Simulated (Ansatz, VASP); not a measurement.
# One calculation of BN, two programs

INCAR

```
SYSTEM = BN
ALGO = Normal ; EDIFF = 1E-6
ENCUT = 520 ; GGA = CA
ISIF = 2 ; ISMEAR = -1
LASPH = .TRUE. ; LCHARG = .FALSE.
LREAL = .FALSE. ; LWAVE = .FALSE.
NBANDS = 16 ; NELM = 100
PREC = Accurate ; SIGMA = 0.05
```

Contents of KPOINTS:

```
k-points
0
G
  12 12 4
  0 0 0
```

Contents of POSCAR:

```
BN
1.0
    2.4575131255      0.0000000000      0.0000000000
   -1.2287565627      2.1282687968      0.0000000000
    0.0000000000      0.0000000000      5.1709941107
B N
2 2
Direct
    0.3333333333      0.6666666667      0.2500000000
    0.6666666667      0.3333333333      0.7500000000
    0.3333333333      0.6666666667      0.7500000000
    0.6666666667      0.3333333333      0.2500000000
```

Input for Ansatz:

```yaml
crystal:
  lattice:
    - [2.4575131255, 0.0, 0.0]
    - [-1.2287565627, 2.1282687968, 0.0]
    - [0.0, 0.0, 5.1709941107]
  atoms:
    - { symbol: B, position: [0.3333333333, 0.6666666667, 0.25] }
    - { symbol: B, position: [0.6666666667, 0.3333333333, 0.75] }
    - { symbol: "N", position: [0.3333333333, 0.6666666667, 0.75] }
    - { symbol: "N", position: [0.6666666667, 0.3333333333, 0.25] }
basis:
  ecutwfc: 420
kpoints:
  mp_grid: { grid: [12, 12, 4] }
hamiltonian:
  xc: lda
scf:
  occupations: { method: fermi_dirac, width: 0.15 }
output:
  forces: true
  eigenvalues: true
  stress: true
```

Alike in both runs: task single point; functional LDA; k mesh 12 × 12 × 4; no spin polarisation.

|  | VASP | Ansatz |
| --- | --- | --- |
| version | VASP 6.6.1 | Ansatz 0.2.0 |
| potentials or method | VASP PAW LDA potentials, release 64 (B, N), cutoff 520 eV | scalar-relativistic, plane waves, PAW |
| occupations | fermi-dirac, width 0.05 eV | fermi-dirac, width 0.15 eV |
| valence electrons in the cell | 16 | 16 |

Ansatz gave:

| Item | Value |
| --- | --- |
| gap on the k mesh at the Fermi level (eV) | 3.70 |
| pressure (GPa) | 22.0 |
| traceless stress, the component that is largest in VASP (GPa) | 0.00 |

**Question.** Estimate VASP's values.

**Answer.** gap on the k mesh at the Fermi level (eV): 3.69; pressure (GPa): 22.7; traceless stress, the component that is largest in VASP (GPa): -0.75.

LDA's correlation is that of Perdew and Zunger in VASP and of Perdew and Wang (1992) in Ansatz.
